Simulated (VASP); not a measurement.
# Pd (Im-3m) in VASP: single point with r2SCAN

Aim: the single point of Pd with r2SCAN.

Program: VASP 6.6.1. These are calculated values, not measurements. Logs are shortened: lines on timing, memory, paths and dates and some standing lists are left out, and cuts for length are marked.

## 1. The cell of the first run

The structure is cubic, space group Im-3m (No. 229). Conventional cell: a = 3.109 Å, b = 3.109 Å, c = 3.109 Å, α = 90.00°, β = 90.00°, γ = 90.00°. Pd (site symmetry m-3m) has 14 Pd at 2.69 to 3.11 Å within 3.6 Å.

## 2. Single point, r2SCAN

The input, POSCAR:

```
Pd
1.0
   -1.5544832788      1.5544832788      1.5544832788
    1.5544832788     -1.5544832788      1.5544832788
    1.5544832788      1.5544832788     -1.5544832788
Pd
1
Direct
    0.0000000000      0.0000000000      0.0000000000
```

The input, INCAR.step1:

```
PREC = Accurate ; ENCUT = 520
ISMEAR = 0 ; SIGMA = 0.05
LREAL = F ; LASPH = T
NELM = 100 ; NBANDS = 11
GGA = PE ; ALGO = Normal
EDIFF = 1E-4 ; LWAVE = T
LCHARG = F
```

The input, INCAR.step2:

```
PREC = Accurate ; ENCUT = 520
EDIFF = 1E-7 ; ISMEAR = 0
SIGMA = 0.05 ; LREAL = F
LASPH = T ; NELM = 100
ALGO = Normal ; ISIF = 2
LWAVE = F ; LCHARG = T
METAGGA = R2SCAN ; LMIXTAU = T
LELF = T ; LVHAR = T
NBANDS = 11 ; ISTART = 1
```

The input, KPOINTS:

```
regular mesh
0
Gamma
  18 18 18
```

Potentials or basis: VASP PAW PBE potentials, release 64 (Pd).

Launch:

```
$ cat potpaw_PBE.64/Pd/POTCAR > POTCAR
$ cp INCAR.step1 INCAR
$ mpirun -np 1 vasp_std > vasp.out
$ cp INCAR.step2 INCAR
$ mpirun -np 1 vasp_std > vasp.out
```

OUTCAR:

```text
PREC = Accurate
   ENCUT = 520
   EDIFF = 1E-7
   ISMEAR = 0
   LREAL = F
   LASPH = T
   NELM = 100
   ISIF = 2
   METAGGA = R2SCAN
   ISTART = 1

 ion  position               nearest neighbor table
   1  0.000  0.000  0.000-

  LATTYP: Found a body centered cubic cell.
 ALAT       =     3.1089665576

  Lattice vectors:

 A1 = (  -1.5544832788,   1.5544832788,   1.5544832788)
 A2 = (   1.5544832788,  -1.5544832788,   1.5544832788)
 A3 = (   1.5544832788,   1.5544832788,  -1.5544832788)

Analysis of symmetry for initial positions (statically):
=====================================================================
 Subroutine PRICEL returns:
 Original cell was already a primitive cell.

 Routine SETGRP: Setting up the symmetry group for a
 body centered cubic supercell.

 Subroutine GETGRP returns: Found 48 space group operations
 (whereof 48 operations were pure point group operations)
 out of a pool of 48 trial point group operations.

The static configuration has the point symmetry O_h .

Analysis of symmetry for dynamics (positions and initial velocities):
=====================================================================
 Subroutine PRICEL returns:
 Original cell was already a primitive cell.

 Routine SETGRP: Setting up the symmetry group for a
 body centered cubic supercell.

 Subroutine GETGRP returns: Found 48 space group operations
 (whereof 48 operations were pure point group operations)
 out of a pool of 48 trial point group operations.

The dynamic configuration has the point symmetry O_h .

 Subroutine INISYM returns: Found 48 space group operations
 (whereof 48 operations are pure point group operations),
 and found     1 'primitive' translations

----------------------------------------------------------------------------------------

                                     Primitive cell

  volume of cell :      15.0251

  direct lattice vectors                    reciprocal lattice vectors
    -1.554483279  1.554483279  1.554483279     0.000000000  0.321650292  0.321650292
     1.554483279 -1.554483279  1.554483279     0.321650292  0.000000000  0.321650292
[... 77 lines left out ...]
   ISPIN  =      1    spin polarized calculation?
   LNONCOLLINEAR =      F non collinear calculations
   LSORBIT =      F    spin-orbit coupling
   LASPH  =      T    aspherical Exc in radial PAW
   ENCUT  =  520.0 eV  38.22 Ry    6.18 a.u.   5.01  5.01  5.01*2*pi/ulx,y,z
   NELM   =    100;   NELMIN=  2; NELMDL=  0     # of ELM steps
   EDIFF  = 0.1E-06   stopping-criterion for ELM
   LREAL  =      F    real-space projection
   EDIFFG = 0.1E-05   stopping-criterion for IOM
   NSW    =      0    number of steps for IOM
   IBRION =     -1    ionic relax: 0-MD 1-quasi-New 2-CG
   NFREE  =      0    steps in history (QN), initial steepest desc. (CG)
   ISIF   =      2    stress and relaxation
   ISYM   =      2    0-nonsym 1-usesym 2-fastsym
   POTIM  = 0.5000    time-step for ionic-motion
   TEBEG  =    0.0;   TEEND  =   0.0 temperature during run
   PSTRESS=    0.0 pullay stress
   NELECT =      10.0000    total number of electrons
   NUPDOWN=      -1.0000    fix difference up-down
   EMIN   =  10.00;   EMAX   =-10.00  energy-range for DOS
   EFERMI =   0.00;   METHOD = LEGACY
   ISMEAR =     0;   SIGMA  =   0.05  broadening in eV -4-tet -1-fermi 0-gaus
   EFERMI_NEDOS =   21; number of points for ismear=-14 and -15
   IALGO  =     38    algorithm
   IMIX   =      4    mixing-type and parameters
     AMIX     =   0.40;   BMIX     =  1.00
     AMIX_MAG =   1.60;   BMIX_MAG =  1.00
  volume/ion in A,a.u.               =      15.03       101.39
  Fermi-wavevector in a.u.,A,eV,Ry     =   1.429340  2.701060 27.796864  2.043012
  Thomas-Fermi vector in A             =   2.549304
   LORBIT       =      0    0 simple, 1 ext, 2 COOP (PROOUT), +10 PAW based schemes
   METAGGA = R2SCAN    functional components
   LHFCALC =     F    Hartree Fock is set to
   AEXX    =    0.0000 exact exchange contribution
   IVDW    =     0    specifies the selected vdW correction
   LEPSILON=     F    determine dielectric tensor
   LRPA    =     F    only Hartree local field effects (RPA)
 non-spin polarized calculation
 Gauss-broadening in eV      SIGMA  =   0.05
  energy-cutoff  :      520.00
  volume of cell :       15.03
 maximum number of plane-waves:       420
   NGX =  9   NGY =  9   NGZ =  9

 number of electron      10.0000004 magnetization

 Free energy of the ion-electron system (eV)
  ---------------------------------------------------
  ext. energy  EPLUGINS =         0.00000000
  ---------------------------------------------------
  free energy    TOTEN  =       -22.90839828 eV

  energy without entropy =      -22.90657132  energy(sigma->0) =      -22.90748480

 E-fermi :   9.3243     XC(G=0): -13.9812

 val. band max:        9.3237374211   @ k =   0.5000   0.5000   0.4444
 cond. band min:       9.3266045732   @ k =  -0.3889   0.3889   0.1111
 fundamental gap:      0.0028671521
 Fermi energy:         9.3242594155

 k-point     1 :       0.0000    0.0000    0.0000
  band No.  band energies     occupation
      1       2.2800      2.00000
      2       6.3401      2.00000
      3       6.3401      2.00000
      4       6.3401      2.00000
      5       8.2893      2.00000
      6       8.2893      2.00000
      7      29.6268      0.00000
      8      29.6268      0.00000
      9      29.6268      0.00000
     10      31.9529      0.00000
     11      38.2279      0.00000
[... 309 lines left out ...]
 k-point    24 :       0.3889    0.1111    0.0000
  band No.  band energies     occupation
      1       4.3002      2.00000
      2       5.2556      2.00000
      3       7.8946      2.00000
      4       8.2069      2.00000
      5       9.0650      2.00000
      6      11.9852      0.00000
      7      18.3033      0.00000
      8      24.7046      0.00000
      9      27.1859      0.00000
     10      31.9569      0.00000
     11      34.2236      0.00000

 [... further k-points ...]
[... 5 lines left out ...]
  --------------------------------------------------------------------------------------
  -------------------------------------------------------------------------------------
  Total        0.0545562      0.0545562      0.0545562     -0.0000000     -0.0000000      0.0000000
  in kB        5.8175032      5.8175032      5.8175032     -0.0000000     -0.0000000      0.0000000
  external PRESSURE =       5.8175032 kB  Pullay stress =       0.0000000 kB

 VOLUME and BASIS-vectors are now :
 -----------------------------------------------------------------------------
  energy-cutoff  :      520.00
  volume of cell :       15.03
      direct lattice vectors                 reciprocal lattice vectors
    -1.554483279  1.554483279  1.554483279     0.000000000  0.321650292  0.321650292
     1.554483279 -1.554483279  1.554483279     0.321650292  0.000000000  0.321650292
     1.554483279  1.554483279 -1.554483279     0.321650292  0.321650292  0.000000000

 POSITION                                       TOTAL-FORCE (eV/Angst)
 -----------------------------------------------------------------------------------
      0.00000      0.00000      0.00000         0.000000      0.000000      0.000000
 -----------------------------------------------------------------------------------
    total drift:                                0.000000     -0.000000     -0.000000

  FREE ENERGIE OF THE ION-ELECTRON SYSTEM (eV)
  ---------------------------------------------------
  free  energy   TOTEN  =       -22.9083982840 eV

  energy  without entropy=      -22.9065713171  energy(sigma->0) =      -22.90748480
```

Run time: 93 s. Hardware: 1 thread of AMD EPYC 7R13 (Zen 3), shared host; peak memory 0.12 GiB.

Results:

| Quantity | Value |
| --- | --- |
| Free energy | -22.9084 eV |
| Pressure | 0.6 GPa |
| Band gap on the k mesh | zero (band 5 reaches 9.92 eV, above the bottom of band 6 at 8.20 eV) |

Caveat: the PAW data sets were made with another functional, which shifts forces and pressure a little.
